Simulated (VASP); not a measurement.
Here is a VASP 6.6.1 calculation.

Contents of INCAR:

```
SYSTEM = NaF
  PREC = Accurate
  ENCUT = 520
  EDIFF = 1E-6
  ISMEAR = 0
  SIGMA = 0.05
  LREAL = .FALSE.
  LASPH = .TRUE.
  NELM = 100
  ALGO = Normal
  ISIF = 2
  LWAVE = .FALSE.
  LCHARG = .FALSE.
  NBANDS = 14
```

The input KPOINTS:

```
regular mesh
0
G
  4 4 4
  0 0 0
```

File POSCAR:

```
NaF
1.0
    0.1207710295      2.3852278333      2.3852278333
    2.3852278333      0.1207710295      2.3852278333
    2.3852278333      2.3852278333      0.1207710295
Na F
1 1
Direct
    0.0000000000      0.0000000000      0.0000000000
    0.5000000000      0.5000000000      0.5000000000
```

Potentials or basis: VASP PAW LDA potentials, release 64 (Na_pv, F).

Run with:

```sh
$ cat potpaw_LDA.64/Na_pv/POTCAR potpaw_LDA.64/F/POTCAR > POTCAR
$ mpirun -np 1 vasp_std > vasp.out
```

**Question.** Predict the band gap on the k mesh.

**Answer.** 5.80 eV, direct.

**Question.** What does it give for the pressure?

**Answer.** -4.8 GPa.

Stress tensor (GPa, compression positive):
```
-4.80 -1.68 -1.68
-1.68 -4.80 -1.68
-1.68 -1.68 -4.80
```

Caveat: the k points lie up to 0.60 Å⁻¹ apart.
